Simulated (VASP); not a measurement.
# H3Os (Pm-3m) in VASP: further runs

The runs below take H3Os through single point, relaxation of cell and atoms, with PBE.

Program: VASP 6.6.1. These are calculated values, not measurements. Logs are shortened: lines on timing, memory, paths and dates and some standing lists are left out, and cuts for length are marked.

### Step 1. The cell of the first run

Symmetry: Pm-3m, No. 221, cubic system. The conventional cell has a = 2.857 Å, b = 2.857 Å, c = 2.857 Å, α = 90.00°, β = 90.00°, γ = 90.00°. H (site symmetry 4/mmm) has 8 H at 2.02 Å and 4 Os at 2.02 Å within 2.7 Å. Within 2.7 Å of Os (site symmetry m-3m) lie 12 H at 2.02 Å.

### Step 2. Single point, PBE

File INCAR:

```
PREC = Accurate
ENCUT = 520
EDIFF = 1E-7
ISMEAR = 0
SIGMA = 0.1
LREAL = F
LASPH = T
NELM = 80
ALGO = Normal
ISIF = 2
LWAVE = F
LCHARG = T
GGA = PE
LELF = T
LVHAR = T
NBANDS = 14
```

File KPOINTS:

```
Automatic mesh
0
Gamma
  6 6 6
```

File POSCAR:

```
H3Os
1.0
    2.8565288468      0.0000000000      0.0000000000
    0.0000000000      2.8565288468      0.0000000000
    0.0000000000      0.0000000000      2.8565288468
H Os
3 1
Direct
    0.0000000000      0.5000000000      0.5000000000
    0.5000000000      0.0000000000      0.5000000000
    0.5000000000      0.5000000000      0.0000000000
    0.0000000000      0.0000000000      0.0000000000
```

Potentials or basis: VASP PAW PBE potentials, release 64 (H, Os).

Run with:

```bash
$ cat potpaw_PBE.64/H/POTCAR potpaw_PBE.64/Os/POTCAR > POTCAR
$ mpirun -np 1 vasp_std > vasp.out
```

OUTCAR:

```text
PREC = Accurate
   ENCUT = 520
   EDIFF = 1E-7
   ISMEAR = 0
   LREAL = F
   LASPH = T
   NELM = 80
   ISIF = 2
   GGA = PE

 ion  position               nearest neighbor table
   1  0.000  0.500  0.500-   4 2.02   4 2.02   4 2.02   4 2.02
   2  0.500  0.000  0.500-   4 2.02   4 2.02   4 2.02   4 2.02
   3  0.500  0.500  0.000-   4 2.02   4 2.02   4 2.02   4 2.02
   4  0.000  0.000  0.000-   1 2.02   2 2.02   3 2.02   1 2.02   2 2.02   1 2.02   3 2.02   1 2.02
                             2 2.02   3 2.02   2 2.02   3 2.02

  LATTYP: Found a simple cubic cell.
 ALAT       =     2.8565288468

  Lattice vectors:

 A1 = (   2.8565288468,   0.0000000000,   0.0000000000)
 A2 = (   0.0000000000,   2.8565288468,   0.0000000000)
 A3 = (   0.0000000000,   0.0000000000,   2.8565288468)

Analysis of symmetry for initial positions (statically):
=====================================================================
 Subroutine PRICEL returns:
 Original cell was already a primitive cell.

 Routine SETGRP: Setting up the symmetry group for a
 simple cubic supercell.

 Subroutine GETGRP returns: Found 48 space group operations
 (whereof 48 operations were pure point group operations)
 out of a pool of 48 trial point group operations.

The static configuration has the point symmetry O_h .

Analysis of symmetry for dynamics (positions and initial velocities):
=====================================================================
 Subroutine PRICEL returns:
 Original cell was already a primitive cell.

 Routine SETGRP: Setting up the symmetry group for a
 simple cubic supercell.

 Subroutine GETGRP returns: Found 48 space group operations
 (whereof 48 operations were pure point group operations)
 out of a pool of 48 trial point group operations.

The dynamic configuration has the point symmetry O_h .

 Subroutine INISYM returns: Found 48 space group operations
 (whereof 48 operations are pure point group operations),
 and found     1 'primitive' translations

----------------------------------------------------------------------------------------

                                     Primitive cell

  volume of cell :      23.3086

  direct lattice vectors                    reciprocal lattice vectors
     2.856528847  0.000000000  0.000000000     0.350075232  0.000000000  0.000000000
     0.000000000  2.856528847  0.000000000     0.000000000  0.350075232  0.000000000
     0.000000000  0.000000000  2.856528847     0.000000000  0.000000000  0.350075232

  length of vectors
[... 96 lines left out ...]
   ISMEAR =     0;   SIGMA  =   0.10  broadening in eV -4-tet -1-fermi 0-gaus
   EFERMI_NEDOS =   21; number of points for ismear=-14 and -15
   IALGO  =     38    algorithm
   IMIX   =      4    mixing-type and parameters
     AMIX     =   0.40;   BMIX     =  1.00
     AMIX_MAG =   1.60;   BMIX_MAG =  1.00
  volume/ion in A,a.u.               =       5.83        39.32
  Fermi-wavevector in a.u.,A,eV,Ry     =   1.274580  2.408607 22.103403  1.624554
  Thomas-Fermi vector in A             =   2.407340
   LORBIT       =      0    0 simple, 1 ext, 2 COOP (PROOUT), +10 PAW based schemes
   GGA     = PE    functional components
   LHFCALC =     F    Hartree Fock is set to
   AEXX    =    0.0000 exact exchange contribution
   IVDW    =     0    specifies the selected vdW correction
   LEPSILON=     F    determine dielectric tensor
   LRPA    =     F    only Hartree local field effects (RPA)
 non-spin polarized calculation
 Gauss-broadening in eV      SIGMA  =   0.10
  energy-cutoff  :      520.00
  volume of cell :       23.31
 maximum number of plane-waves:       645
 NGX is ok and might be reduce to    24
   NGX = 11   NGY = 11   NGZ = 11

 number of electron      10.9999999 magnetization

 Free energy of the ion-electron system (eV)
  ---------------------------------------------------
  ext. energy  EPLUGINS =         0.00000000
  ---------------------------------------------------
  free energy    TOTEN  =       -19.46409223 eV

  energy without entropy =      -19.44954094  energy(sigma->0) =      -19.45681659

 E-fermi :   6.5476     XC(G=0): -12.6666

 val. band max:        6.5355880310   @ k =   0.1667   0.1667   0.0000
 cond. band min:       6.5816434506   @ k =   0.3333   0.1667   0.0000
 fundamental gap:      0.0460554196
 Fermi energy:         6.5475885750

 k-point     1 :       0.0000    0.0000    0.0000
  band No.  band energies     occupation
      1      -6.9194      2.00000
      2       0.1257      2.00000
      3       0.1257      2.00000
      4       7.0813      0.00000
      5       7.0813      0.00000
      6       7.0813      0.00000
      7      12.7212      0.00000
      8      12.7212      0.00000
      9      15.4128      0.00000
     10      15.4128      0.00000
     11      15.4128      0.00000
     12      19.3235      0.00000
     13      27.0364      0.00000
     14      27.0364      0.00000
[... 309 lines left out ...]
      1      -1.2953      2.00000
      2      -1.2953      2.00000
      3      -1.2953      2.00000
      4       8.8730      0.00000
      5       8.8730      0.00000
      6      10.7778      0.00000
      7      11.7035      0.00000
      8      11.7035      0.00000
      9      11.7035      0.00000
     10      14.1766      0.00000
     11      14.1766      0.00000
     12      14.1766      0.00000
     13      17.8957      0.00000
     14      38.8147      0.00000

------------------------ aborting loop because EDIFF is reached ----------------------------------------

  FORCE on cell =-STRESS in cart. coord.  units (eV):
  Direction    XX          YY          ZZ          XY          YZ          ZX
  --------------------------------------------------------------------------------------
  -------------------------------------------------------------------------------------
  Total        0.0574447      0.0574447      0.0574447      0.0000000      0.0000000     -0.0000000
  in kB        3.9486153      3.9486153      3.9486153      0.0000000      0.0000000     -0.0000000
  external PRESSURE =       3.9486153 kB  Pullay stress =       0.0000000 kB

 VOLUME and BASIS-vectors are now :
 -----------------------------------------------------------------------------
  energy-cutoff  :      520.00
  volume of cell :       23.31
      direct lattice vectors                 reciprocal lattice vectors
     2.856528847  0.000000000  0.000000000     0.350075232  0.000000000  0.000000000
     0.000000000  2.856528847  0.000000000     0.000000000  0.350075232  0.000000000
     0.000000000  0.000000000  2.856528847     0.000000000  0.000000000  0.350075232

 POSITION                                       TOTAL-FORCE (eV/Angst)
 -----------------------------------------------------------------------------------
      0.00000      1.42826      1.42826         0.000000      0.000000      0.000000
      1.42826      0.00000      1.42826         0.000000      0.000000      0.000000
      1.42826      1.42826      0.00000         0.000000      0.000000      0.000000
      0.00000      0.00000      0.00000         0.000000      0.000000      0.000000
 -----------------------------------------------------------------------------------
    total drift:                               -0.000000      0.000000     -0.000000

  FREE ENERGIE OF THE ION-ELECTRON SYSTEM (eV)
  ---------------------------------------------------
  free  energy   TOTEN  =       -19.4640922348 eV

  energy  without entropy=      -19.4495409411  energy(sigma->0) =      -19.45681659
```

stdout:

```text
POSCAR found type information on POSCAR H Os
 POSCAR found :  2 types and       4 ions
 scaLAPACK will be used
 LDA part: xc-table for (Slater+PW92), standard interpolation
 POSCAR, INCAR and KPOINTS ok, starting setup
 FFT: planning ... GRIDC
 FFT: planning ... GRID_SOFT
 FFT: planning ... GRID
 WAVECAR not read
 entering main loop
```

Run time: 6.5 s. Hardware: 1 thread of Intel Xeon Platinum 8488C (Sapphire Rapids), shared host; peak memory 0.14 GiB.

Results:

- Free energy: -19.4641 eV
- Pressure: 0.4 GPa

Caveat: the k points lie up to 0.37 Å⁻¹ apart; spin-orbit coupling is left out, which moves the levels of the heavy elements.

### Step 3. Single point, PBE

This run uses another cell than the first one, of 7.70 Å³/atom, 1.322 times its volume.

File INCAR:

```
ALGO = Normal
EDIFF = 1E-7
ENCUT = 520
GGA = PE
ISIF = 2
ISMEAR = 0
LASPH = True
LCHARG = True
LELF = True
LREAL = False
LVHAR = True
LWAVE = False
NBANDS = 14
NELM = 100
PREC = Accurate
SIGMA = 0.1
```

File KPOINTS:

```
k-points
0
Gamma
  6 6 6
```

File POSCAR:

```
H3Os
1.0
    3.1348543131      0.0000000000      0.0000000000
    0.0000000000      3.1348543131      0.0000000000
    0.0000000000      0.0000000000      3.1348543131
H Os
3 1
Direct
    0.0000000000      0.5000000000      0.5000000000
    0.5000000000      0.0000000000      0.5000000000
    0.5000000000      0.5000000000      0.0000000000
    0.0000000000      0.0000000000      0.0000000000
```

Potentials or basis: VASP PAW PBE potentials, release 64 (H, Os).

Run with:

```bash
$ cat potpaw_PBE.64/H/POTCAR potpaw_PBE.64/Os/POTCAR > POTCAR
$ mpirun -np 1 vasp_std > vasp.out
```

OUTCAR:

```text
EDIFF = 1E-7
   ENCUT = 520
   GGA = PE
   ISIF = 2
   ISMEAR = 0
   LASPH = True
   LREAL = False
   NELM = 100
   PREC = Accurate

 ion  position               nearest neighbor table
   1  0.000  0.500  0.500-
   2  0.500  0.000  0.500-
   3  0.500  0.500  0.000-
   4  0.000  0.000  0.000-

[... 529 lines left out ...]

------------------------ aborting loop because EDIFF is reached ----------------------------------------

  FORCE on cell =-STRESS in cart. coord.  units (eV):
  Direction    XX          YY          ZZ          XY          YZ          ZX
  --------------------------------------------------------------------------------------
  -------------------------------------------------------------------------------------
  Total       -7.5030530     -7.5030530     -7.5030530      0.0000000     -0.0000000      0.0000000
  in kB     -390.2083074   -390.2083074   -390.2083074      0.0000000     -0.0000000      0.0000000
  external PRESSURE =    -390.2083074 kB  Pullay stress =       0.0000000 kB

 VOLUME and BASIS-vectors are now :
 -----------------------------------------------------------------------------
  energy-cutoff  :      520.00
  volume of cell :       30.81
      direct lattice vectors                 reciprocal lattice vectors
     3.134854313  0.000000000  0.000000000     0.318994090  0.000000000  0.000000000
     0.000000000  3.134854313  0.000000000     0.000000000  0.318994090  0.000000000
     0.000000000  0.000000000  3.134854313     0.000000000  0.000000000  0.318994090

 POSITION                                       TOTAL-FORCE (eV/Angst)
 -----------------------------------------------------------------------------------
      0.00000      1.56743      1.56743         0.000000      0.000000      0.000000
      1.56743      0.00000      1.56743         0.000000      0.000000      0.000000
      1.56743      1.56743      0.00000         0.000000      0.000000      0.000000
      0.00000      0.00000      0.00000         0.000000      0.000000      0.000000
 -----------------------------------------------------------------------------------
    total drift:                                0.000000      0.000000     -0.000000

  FREE ENERGIE OF THE ION-ELECTRON SYSTEM (eV)
  ---------------------------------------------------
  free  energy   TOTEN  =       -18.3080066606 eV

  energy  without entropy=      -18.2940986450  energy(sigma->0) =      -18.30105265
```

OSZICAR:

```text
N       E                     dE             d eps       ncg     rms          rms(c)
DAV:   1     0.348805417394E+02    0.34881E+02   -0.46484E+03   568   0.650E+02
DAV:   2    -0.173360269703E+02   -0.52217E+02   -0.45584E+02   584   0.174E+02
DAV:   3    -0.194194664197E+02   -0.20834E+01   -0.20617E+01   734   0.307E+01
DAV:   4    -0.194280866487E+02   -0.86202E-02   -0.86163E-02   626   0.203E+00
DAV:   5    -0.194281143989E+02   -0.27750E-04   -0.27750E-04   740   0.127E-01    0.116E+01
DAV:   6    -0.183297409215E+02    0.10984E+01   -0.60595E+00   718   0.129E+01    0.278E+00
DAV:   7    -0.183106271598E+02    0.19114E-01   -0.17436E-01   598   0.249E+00    0.216E+00
DAV:   8    -0.183081816659E+02    0.24455E-02   -0.60221E-03   638   0.505E-01    0.138E-01
DAV:   9    -0.183079466013E+02    0.23506E-03   -0.99964E-04   706   0.187E-01    0.618E-02
DAV:  10    -0.183080049947E+02   -0.58393E-04   -0.78881E-05   596   0.714E-02    0.196E-02
DAV:  11    -0.183080059694E+02   -0.97468E-06   -0.95868E-07   704   0.584E-03    0.789E-03
DAV:  12    -0.183080067102E+02   -0.74084E-06   -0.46633E-07   608   0.526E-03    0.146E-03
DAV:  13    -0.183080066606E+02    0.49663E-07   -0.16486E-08   424   0.854E-04
   1 F= -.18308007E+02 E0= -.18301053E+02  d E =-.139080E-01
```

stdout:

```text
POSCAR found type information on POSCAR H Os
 POSCAR found :  2 types and       4 ions
 scaLAPACK will be used
 LDA part: xc-table for (Slater+PW92), standard interpolation
 POSCAR, INCAR and KPOINTS ok, starting setup
 FFT: planning ... GRIDC
 FFT: planning ... GRID_SOFT
 FFT: planning ... GRID
 WAVECAR not read
 entering main loop
```

Run time: 6.2 s. Hardware: 1 thread of Intel Xeon Platinum 8488C (Sapphire Rapids), shared host; peak memory 0.14 GiB.

Results:

```
Free energy : -18.3080 eV
Pressure    : -39.0 GPa
```

Caveat: spin-orbit coupling is left out, which moves the levels of the heavy elements.

### Step 4. Relaxation of cell and atoms, PBE

This run uses another cell than the first one, of 7.70 Å³/atom, 1.322 times its volume.

File INCAR:

```
  PREC = Accurate
  ENCUT = 600
  EDIFF = 1E-6
  ISMEAR = 0
  SIGMA = 0.1
  LREAL = F
  LASPH = T
  NELM = 60
  ALGO = Normal
  ISIF = 3
  LWAVE = F
  LCHARG = F
  GGA = PE
  IBRION = 2
  NSW = 90
  EDIFFG = -0.04
```

File KPOINTS:

```
Automatic mesh
0
Gamma
  6 6 6
```

POSCAR is that of step 3.

Run with:

```bash
$ cat potpaw_PBE.64/H/POTCAR potpaw_PBE.64/Os/POTCAR > POTCAR
$ mpirun -np 1 vasp_std > vasp.out
```

It took 14 s on 1 thread of Intel Xeon Platinum 8488C (Sapphire Rapids), shared host; peak memory 0.16 GiB.

It converged, with:

| Quantity | Value |
| --- | --- |
| Free energy | -19.4681 eV |
| Relaxed volume | 5.84 Å³/atom |
| Relaxed cell | a = 2.859 Å, b = 2.859 Å, c = 2.859 Å, α = 90.00°, β = 90.00°, γ = 90.00° |
| Space group after relaxing (to 0.05 Å) | Pm-3m (No. 221) |
| Energy gained by relaxing | 289.8 meV/atom |
| Ionic steps | 3 |
| Pressure after relaxing | 0.0 GPa |

The path:
| step | energy change (eV) | largest force (eV/Å) | pressure (GPa) | volume (Å³) |
| --- | --- | --- | --- | --- |
| 1 | 0.0000 | 0.0000 | -38.87 | 30.81 |
| 2 | -1.1583 | 0.0000 | 1.88 | 23.20 |
| 3 | -1.1592 | 0.0000 | 0.03 | 23.36 |

Final structure:
```
H Os
1.0
     2.85880    0.00000    0.00000
     0.00000    2.85880    0.00000
     0.00000    0.00000    2.85880
H Os
3 1
Direct
  0.00000 0.50000 0.50000
  0.50000 0.00000 0.50000
  0.50000 0.50000 0.00000
  0.00000 0.00000 0.00000
```

Levels at points of the mesh, in eV from the Fermi level:
| k point | band 2 | band 3 | band 4 | band 5 | band 6 | band 7 | band 8 | band 9 |
| --- | --- | --- | --- | --- | --- | --- | --- | --- |
| (0.00, 0.00, 0.00) | -6.40 | -6.40 | 0.53 | 0.53 | 0.53 | 6.16 | 6.16 | 8.86 |
| (0.50, 0.00, 0.00) | -8.41 | -4.40 | -1.90 | -1.90 | 0.76 | 0.92 | 2.87 | 10.76 |
| (0.50, 0.50, 0.00) | -4.68 | -4.64 | -4.64 | -1.40 | -1.40 | 2.13 | 6.12 | 6.88 |
| (0.50, 0.50, 0.50) | -7.82 | -7.82 | 2.32 | 2.32 | 4.24 | 5.15 | 5.15 | 5.15 |

Caveat: the volume moved by over 15 % at a fixed basis, so the end points are rough; spin-orbit coupling is left out, which moves the levels of the heavy elements.

(Part 1 of 2 ends here.)
